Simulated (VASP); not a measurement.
Crystal: Ca.

```xyz
1
Lattice="3.4887 0.0000 0.0000 0.0000 3.4887 0.0000 0.0000 0.0000 3.4887" Properties=species:S:1:pos:R:3 pbc="T T T"
Ca    0.0000    0.0000    0.0000
```

This isn't the form of Ca at room conditions, which is fcc.

Base run:

| Property | Result |
| --- | --- |
| Program | VASP 6.6.1 |
| Functional | PBE |
| Dispersion | D3(BJ) |
| Potentials or basis | VASP PAW PBE potentials, release 64 (Ca_sv) |
| Cutoff | 520 eV |
| k mesh | 8 × 8 × 8 |
| Occupations | gaussian, width 0.1 eV |
| Spin | no spin polarisation |

Its results: band gap on the k mesh zero (bands 5 and 6 overlap by 1.17 eV); pressure -0.5 GPa.

Question: The run is repeated on the same cell with these changes: dispersion from D3(BJ) to none; further incar settings from ALGO = Fast; EDIFF = 1e-06; NBANDS = 11 to ALGO = Fast; EDIFF = 1e-07; NBANDS = 11. What comes out?

Answer: Band gap on the k mesh zero (bands 5 and 6 overlap by 1.17 eV); pressure 0.4 GPa.
